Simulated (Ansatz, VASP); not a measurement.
# C in VASP and in Ansatz

The input POSCAR:

```
C
1.0
    1.2280479700     -2.1270618200      0.0000000000
    1.2280479700      2.1270618200      0.0000000000
    0.0000000000      0.0000000000      7.1732677600
C
4
Direct
    0.0833794600      0.9166205400      0.7531376000
    0.5833794600      0.4166205400      0.2468624000
    0.9166205400      0.0833794600      0.2468624000
    0.4166205400      0.5833794600      0.7531376000
```

INCAR.step1

```
SYSTEM = C
PREC = Accurate ; ENCUT = 520
ISMEAR = 0 ; SIGMA = 0.1
LREAL = .False. ; LASPH = .True.
NELM = 60 ; NBANDS = 16
GGA = PE ; ALGO = Normal
EDIFF = 1E-4 ; LWAVE = .True.
LCHARG = .False.
```

File INCAR.step2:

```
SYSTEM = C
PREC = Accurate ; ENCUT = 520
EDIFF = 1E-6 ; ISMEAR = 0
SIGMA = 0.1 ; LREAL = .False.
LASPH = .True. ; NELM = 60
ALGO = Normal ; ISIF = 2
LWAVE = .False. ; LCHARG = .True.
METAGGA = R2SCAN ; LMIXTAU = .True.
LELF = .True. ; LVHAR = .True.
NBANDS = 16 ; ISTART = 1
```

File KPOINTS:

```
Automatic mesh
0
Gamma
  1 1 1
  0 0 0
```

Input for Ansatz:

```yaml
crystal:
  lattice:
    - [1.22804797, -2.12706182, 0.0]
    - [1.22804797, 2.12706182, 0.0]
    - [0.0, 0.0, 7.17326776]
  atoms:
    - { symbol: C, position: [0.08337946, 0.91662054, 0.7531376] }
    - { symbol: C, position: [0.58337946, 0.41662054, 0.2468624] }
    - { symbol: C, position: [0.91662054, 0.08337946, 0.2468624] }
    - { symbol: C, position: [0.41662054, 0.58337946, 0.7531376] }
basis:
  ecutwfc: 500
kpoints:
  mp_grid: { grid: [1, 1, 1] }
hamiltonian:
  xc: r2scan
scf:
  occupations: { method: gaussian, width: 0.1 }
output:
  forces: true
  stress: true
  eigenvalues: true
```

Alike in both runs: task single point; functional r2SCAN; k mesh 1 × 1 × 1; occupations gaussian, width 0.1 eV; no spin polarisation.

|  | VASP | Ansatz |
| --- | --- | --- |
| version | VASP 6.6.1 | Ansatz 0.2.0 |
| potentials or method | VASP PAW PBE potentials, release 64 (C), cutoff 520 eV | scalar-relativistic, plane waves, PAW |
| valence electrons in the cell | 16 | 16 |

|  | VASP | Ansatz | Ansatz less VASP |
| --- | --- | --- | --- |
| gap on the k mesh at the Fermi level (eV) | 6.54 | 6.53 | -0.016 |
| least direct gap on the mesh (eV) | 6.54 | 6.53 | -0.016 |
| pressure (GPa) | 23.4 | 21.8 | -1.61 |
| traceless stress, the component that is largest in VASP (GPa) | -12.67 | -11.12 | +1.548 |
| rms of the force components (eV/Å) | 0.028 | 0.028 | -0.0001 |

VASP's potentials were made for PBE, not for r2SCAN. Atom by atom the forces differ by 0.000 eV/Å (rms over components).

The k mesh is coarse, so the values compare programs but aren't converged.
